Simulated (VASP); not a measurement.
# PrBe3Si (I4mm) in VASP: notebook

Runs on PrBe3Si. Level: PBE. Tasks: relaxation of cell and atoms, single point.

Everything below comes from runs of VASP 6.6.1. Logs are shortened: lines on timing, memory, paths and dates and some standing lists are left out, and cuts for length are marked.

**1. The cell of the first run**

The structure is tetragonal, space group I4mm (No. 107). The conventional cell has a = 3.938 Å, b = 3.938 Å, c = 9.460 Å, α = 90.00°, β = 90.00°, γ = 90.00°. Within 4.0 Å of Pr (site symmetry 4mm) lie 13 Be at 3.02 to 3.56 Å and 5 Si at 3.02 to 3.55 Å and 4 Pr at 3.94 Å. Within 3.1 Å of Be (site symmetry 4mm) lie 4 Be at 2.27 Å and 1 Si at 2.36 Å and 4 Pr at 3.02 Å. Within 3.2 Å of Be (site symmetry 2mm) lie 6 Be at 2.27 to 2.78 Å and 2 Si at 2.33 Å and 4 Pr at 3.03 to 3.12 Å. Within 3.1 Å of Si (site symmetry 4mm) lie 5 Be at 2.33 to 2.36 Å and 4 Pr at 3.02 Å.

The cell was generated, and may not be a known phase.

**2. Relaxation of cell and atoms, PBE**

File INCAR:

```
PREC = Accurate
ENCUT = 600
EDIFF = 1E-7
ISMEAR = 0
SIGMA = 0.1
LREAL = False
LASPH = True
NELM = 200
ALGO = Normal
ISIF = 3
LWAVE = False
LCHARG = False
GGA = PE
IBRION = 2
NSW = 100
EDIFFG = -0.01
GGA_COMPAT = False
NELMIN = 4
LMAXMIX = 6
```

File KPOINTS:

```
regular mesh
0
Gamma
  12 12 12
```

File POSCAR:

```
PrBe3Si
1.0
   -1.9690950132      1.9690950132      4.7300143113
    1.9690950132     -1.9690950132      4.7300143113
    1.9690950132      1.9690950132     -4.7300143113
Pr Be Si
1 3 1
Direct
    0.0204649941      0.0204649941      0.0000000000
    0.3963673225      0.3963673225      0.0000000000
    0.2764205653      0.7764205653      0.5000000000
    0.7764205653      0.2764205653      0.5000000000
    0.6453265629      0.6453265629      0.0000000000
```

Potentials or basis: VASP PAW PBE potentials, release 64 (Pr_3, Be, Si), 4f in core.

Started as:

```bash
$ cat potpaw_PBE.64/Pr_3/POTCAR potpaw_PBE.64/Be/POTCAR potpaw_PBE.64/Si/POTCAR > POTCAR
$ mpirun -np 1 vasp_std > vasp.out
```

OUTCAR:

```text
PREC = Accurate
   ENCUT = 600
   EDIFF = 1E-7
   ISMEAR = 0
   LREAL = False
   LASPH = True
   NELM = 200
   ISIF = 3
   GGA = PE
   IBRION = 2
   NSW = 100
   EDIFFG = -0.01
   NELMIN = 4

 ion  position               nearest neighbor table
   1  0.020  0.020  0.000-   2 3.02   2 3.02   2 3.02   2 3.02   5 3.02   5 3.02   5 3.02   5 3.02
                             4 3.03   3 3.03   3 3.03   4 3.03   3 3.12   4 3.12   4 3.12   3 3.12
   2  0.396  0.396  0.000-   3 2.27   4 2.27   3 2.27   4 2.27   5 2.36   1 3.02   1 3.02   1 3.02
                             1 3.02
   3  0.276  0.776  0.500-   2 2.27   2 2.27   5 2.33   5 2.33   1 3.03   1 3.03   1 3.12   1 3.12

   4  0.776  0.276  0.500-   2 2.27   2 2.27   5 2.33   5 2.33   1 3.03   1 3.03   1 3.12   1 3.12

   5  0.645  0.645  0.000-   3 2.33   4 2.33   3 2.33   4 2.33   2 2.36   1 3.02   1 3.02   1 3.02
                             1 3.02

  LATTYP: Found a body centered tetragonal cell.
 ALAT       =     3.9381900264
 C/A-ratio  =     2.4021259917

  Lattice vectors:

 A1 = (  -1.9690950132,   1.9690950132,   4.7300143113)
 A2 = (   1.9690950132,  -1.9690950132,   4.7300143113)
 A3 = (   1.9690950132,   1.9690950132,  -4.7300143113)

Analysis of symmetry for initial positions (statically):
=====================================================================
 Subroutine PRICEL returns:
 Original cell was already a primitive cell.

 Routine SETGRP: Setting up the symmetry group for a
 body centered tetragonal supercell.

 Subroutine GETGRP returns: Found  8 space group operations
 (whereof  8 operations were pure point group operations)
 out of a pool of 16 trial point group operations.

The static configuration has the point symmetry C_4v.

Analysis of symmetry for dynamics (positions and initial velocities):
=====================================================================
 Subroutine PRICEL returns:
 Original cell was already a primitive cell.

 Routine SETGRP: Setting up the symmetry group for a
 body centered tetragonal supercell.

 Subroutine GETGRP returns: Found  8 space group operations
 (whereof  8 operations were pure point group operations)
 out of a pool of 16 trial point group operations.

The dynamic configuration has the point symmetry C_4v.

 Subroutine INISYM returns: Found  8 space group operations
 (whereof  8 operations are pure point group operations),
 and found     1 'primitive' translations

----------------------------------------------------------------------------------------

                                     Primitive cell

  volume of cell :      73.3594

  direct lattice vectors                    reciprocal lattice vectors
    -1.969095013  1.969095013  4.730014311     0.000000000  0.253923755  0.105707925
     1.969095013 -1.969095013  4.730014311     0.253923755  0.000000000  0.105707925
     1.969095013  1.969095013 -4.730014311     0.253923755  0.253923755  0.000000000

  length of vectors
     5.488871079  5.488871079  5.488871079     0.275048067  0.275048067  0.359102418

  position of ions in fractional coordinates (direct lattice)
     0.020464994  0.020464994  0.000000000
     0.396367322  0.396367322  0.000000000
     0.276420565  0.776420565  0.500000000
     0.776420565  0.276420565  0.500000000
     0.645326563  0.645326563  0.000000000

  ion indices of the primitive-cell ions
   primitive index   ion index
                 1           1
                 2           2
                 3           3
                 4           4
                 5           5

----------------------------------------------------------------------------------------

 KPOINTS: regular mesh

Automatic generation of k-mesh.
 Grid dimensions read from file:
 generate k-points for:   12   12   12

 Generating k-lattice:

  Cartesian coordinates                     Fractional coordinates (reciprocal lattice)
     0.000000000  0.021160313  0.008808994     0.083333333 -0.000000000  0.000000000
     0.021160313  0.000000000  0.008808994    -0.000000000  0.083333333  0.000000000
     0.021160313  0.021160313  0.000000000     0.000000000  0.000000000  0.083333333

  Length of vectors
     0.022920672  0.022920672  0.029925202

  Shift w.r.t. Gamma in fractional coordinates (k-lattice)
     0.000000000  0.000000000  0.000000000

 Subroutine IBZKPT returns following result:
 ===========================================

 Found    163 irreducible k-points:

 Following reciprocal coordinates:
            Coordinates               Weight
  0.000000  0.000000  0.000000      1.000000
  0.083333 -0.000000  0.000000      8.000000
  0.166667 -0.000000  0.000000      8.000000
  0.250000 -0.000000  0.000000      8.000000
  0.333333 -0.000000  0.000000      8.000000
  0.416667 -0.000000  0.000000      8.000000
[... 16 lines left out ...]
  0.500000  0.166667  0.000000     16.000000
 -0.416667  0.166667 -0.000000     16.000000
 [... further k-points ...]
   k-points           NKPTS =    163   k-points in BZ     NKDIM =    163   number of bands    NBANDS=     14
   number of dos      NEDOS =    301   number of ions     NIONS =      5
   total plane-waves  NPLWV = 110592
   dimension x,y,z NGX =    48 NGY =   48 NGZ =   48
   dimension x,y,z NGXF=    96 NGYF=   96 NGZF=   96
   ions per type =               1   3   1
   NGX,Y,Z   is equivalent  to a cutoff of  14.54, 14.54, 14.54 a.u.
   NGXF,Y,Z  is equivalent  to a cutoff of  29.08, 29.08, 29.08 a.u.
 SYSTEM =  unknown system
   PREC   = accura    normal or accurate (medium, high low for compatibility)
   ISTART =      0    job   : 0-new  1-cont  2-samecut
   ICHARG =      2    charge: 1-file 2-atom 10-const
   ISPIN  =      1    spin polarized calculation?
   LNONCOLLINEAR =      F non collinear calculations
   LSORBIT =      F    spin-orbit coupling
   LASPH  =      T    aspherical Exc in radial PAW
   ENCUT  =  600.0 eV  44.10 Ry    6.64 a.u.  10.96 10.96 10.96*2*pi/ulx,y,z
   NELM   =    200;   NELMIN=  4; NELMDL= -5     # of ELM steps
   EDIFF  = 0.1E-06   stopping-criterion for ELM
   LREAL  =      F    real-space projection
   EDIFFG = -.1E-01   stopping-criterion for IOM
   NSW    =    100    number of steps for IOM
   IBRION =      2    ionic relax: 0-MD 1-quasi-New 2-CG
   NFREE  =      1    steps in history (QN), initial steepest desc. (CG)
   ISIF   =      3    stress and relaxation
   ISYM   =      2    0-nonsym 1-usesym 2-fastsym
   POTIM  = 0.5000    time-step for ionic-motion
   TEBEG  =    0.0;   TEEND  =   0.0 temperature during run
   PSTRESS=    0.0 pullay stress
   NELECT =      21.0000    total number of electrons
   NUPDOWN=      -1.0000    fix difference up-down
   EMIN   =  10.00;   EMAX   =-10.00  energy-range for DOS
   EFERMI =   0.00;   METHOD = LEGACY
   ISMEAR =     0;   SIGMA  =   0.10  broadening in eV -4-tet -1-fermi 0-gaus
   EFERMI_NEDOS =   21; number of points for ismear=-14 and -15
   IALGO  =     38    algorithm
   IMIX   =      4    mixing-type and parameters
     AMIX     =   0.40;   BMIX     =  1.00
     AMIX_MAG =   1.60;   BMIX_MAG =  1.00
  volume/ion in A,a.u.               =      14.67        99.01
  Fermi-wavevector in a.u.,A,eV,Ry     =   1.078937  2.038895 15.838604  1.164105
  Thomas-Fermi vector in A             =   2.214889
   LORBIT       =      0    0 simple, 1 ext, 2 COOP (PROOUT), +10 PAW based schemes
   GGA     = PE    functional components
   LHFCALC =     F    Hartree Fock is set to
   AEXX    =    0.0000 exact exchange contribution
   IVDW    =     0    specifies the selected vdW correction
   LEPSILON=     F    determine dielectric tensor
   LRPA    =     F    only Hartree local field effects (RPA)
 conjugate gradient relaxation of ions
 non-spin polarized calculation
 Gauss-broadening in eV      SIGMA  =   0.10
  energy-cutoff  :      600.00
  volume of cell :       73.36
 maximum number of plane-waves:      2472
 NGX is ok and might be reduce to    48
   NGX = 21   NGY = 21   NGZ = 21

--------------------------------------- Ionic step        1  -------------------------------------------

 number of electron      21.0000000 magnetization

 Free energy of the ion-electron system (eV)
  ---------------------------------------------------
  ext. energy  EPLUGINS =         0.00000000
  ---------------------------------------------------
  free energy    TOTEN  =       -22.63096194 eV

  energy without entropy =      -22.62317066  energy(sigma->0) =      -22.62706630

------------------------ aborting loop because EDIFF is reached ----------------------------------------

  FORCE on cell =-STRESS in cart. coord.  units (eV):
  Direction    XX          YY          ZZ          XY          YZ          ZX
  --------------------------------------------------------------------------------------
  -------------------------------------------------------------------------------------
  Total        0.1741562      0.1741562      0.1222757      0.0000000      0.0000000      0.0000000
  in kB        3.8035903      3.8035903      2.6705141      0.0000000      0.0000000      0.0000000
  external PRESSURE =       3.4258982 kB  Pullay stress =       0.0000000 kB
[... 141 lines left out ...]
  energy  without entropy=      -22.6239751572  energy(sigma->0) =      -22.62782796

--------------------------------------- Ionic step        5  -------------------------------------------

 number of electron      21.0000000 magnetization

 Free energy of the ion-electron system (eV)
  ---------------------------------------------------
  ext. energy  EPLUGINS =         0.00000000
  ---------------------------------------------------
  free energy    TOTEN  =       -22.63170757 eV

  energy without entropy =      -22.62403893  energy(sigma->0) =      -22.62787325

 E-fermi :   5.2475     XC(G=0): -10.3701

 val. band max:        5.2438969096   @ k =  -0.0833   0.1667   0.0833
 cond. band min:       5.2517388363   @ k =   0.4167   0.0833   0.0000
 fundamental gap:      0.0078419267
 Fermi energy:         5.2475024694

 k-point     1 :       0.0000    0.0000    0.0000
  band No.  band energies     occupation
      1     -30.0221      2.00000
      2     -12.2258      2.00000
      3     -11.9400      2.00000
      4     -11.9400      2.00000
      5      -4.2440      2.00000
      6       1.1012      2.00000
      7       2.4281      2.00000
      8       2.9552      2.00000
      9       2.9552      2.00000
     10       4.3531      2.00000
     11       6.9169      0.00000
     12       6.9169      0.00000
     13       7.5084      0.00000
     14       8.1976      0.00000
[... 375 lines left out ...]
 k-point    24 :      -0.4167    0.1667   -0.0000
  band No.  band energies     occupation
      1     -29.9917      2.00000
      2     -12.3753      2.00000
      3     -12.1731      2.00000
      4     -12.0056      2.00000
      5      -2.8817      2.00000
      6      -0.0556      2.00000
      7       1.6857      2.00000
      8       2.7523      2.00000
      9       3.2223      2.00000
     10       4.1249      2.00000
     11       4.6574      2.00000
     12       7.5944      0.00000
     13       8.3415      0.00000
     14       8.9408      0.00000

 [... further k-points ...]
[... 5 lines left out ...]
  --------------------------------------------------------------------------------------
  -------------------------------------------------------------------------------------
  Total        0.0095213      0.0095213     -0.0186896      0.0000000     -0.0000000      0.0000000
  in kB        0.2072721      0.2072721     -0.4068606      0.0000000     -0.0000000      0.0000000
  external PRESSURE =       0.0025612 kB  Pullay stress =       0.0000000 kB
[... 20 lines left out ...]
  FREE ENERGIE OF THE ION-ELECTRON SYSTEM (eV)
  ---------------------------------------------------
  free  energy   TOTEN  =       -22.6317075659 eV

  energy  without entropy=      -22.6240389318  energy(sigma->0) =      -22.62787325

 reached required accuracy - stopping structural energy minimisation
```

Wall time 7.8 min (1 thread of Intel Xeon Platinum 8559C (Emerald Rapids), shared host); peak memory 0.52 GiB.

Results:

```yaml
Free_energy: -22.6317 eV
Relaxed_volume: 14.72 Å³/atom
Relaxed_cell: a = 5.493 Å, b = 5.493 Å, c = 5.493 Å, α = 137.92°, β = 137.92°, γ = 61.02°
Space_group_after_relaxing_to_0.1_Å: I4mm (No. 107)
Energy_gained_by_relaxing: 0.1 meV/atom
Ionic_steps: 5
Pressure_after_relaxing: 0.0 GPa
Largest_force_after_relaxing: 0.008 eV/Å
Band_gap_on_the_k_mesh: zero (an odd number of electrons rules out a gap without spin polarisation)
```

Forces on the atoms (eV/Å):
```
Pr   0.000  0.000  0.003
Be   0.000  0.000 -0.008
Be   0.000  0.000  0.005
Be   0.000  0.000  0.005
Si   0.000  0.000 -0.006
```

Step by step:
```
step  energy change (eV)  largest force (eV/Å)  pressure (GPa)  volume (Å³)
   1              0.0000                0.0753            0.34        73.36
   2             -0.0006                0.0329           -0.11        73.69
   3             -0.0006                0.0330           -0.11        73.69
   4             -0.0007                0.0168           -0.04        73.64
   5             -0.0007                0.0076            0.00        73.60
```

Final structure:
```
CELL_PARAMETERS angstrom
-1.97187 1.97187 4.73204
1.97187 -1.97187 4.73204
1.97187 1.97187 -4.73204
ATOMIC_POSITIONS crystal
Pr 0.02063 0.02063 0.00000
Be 0.39573 0.39573 0.00000
Be 0.27628 0.77628 0.50000
Be 0.77628 0.27628 0.50000
Si 0.64608 0.64608 0.00000
```

Caveat: spin-orbit coupling is left out, which moves the levels of the heavy elements; the 4f electrons are frozen in the core, so they carry no moment and show no levels.

(Part 1 of 2 ends here.)

The gap in the log of VASP goes by the Fermi energy; the results here count the filled bands.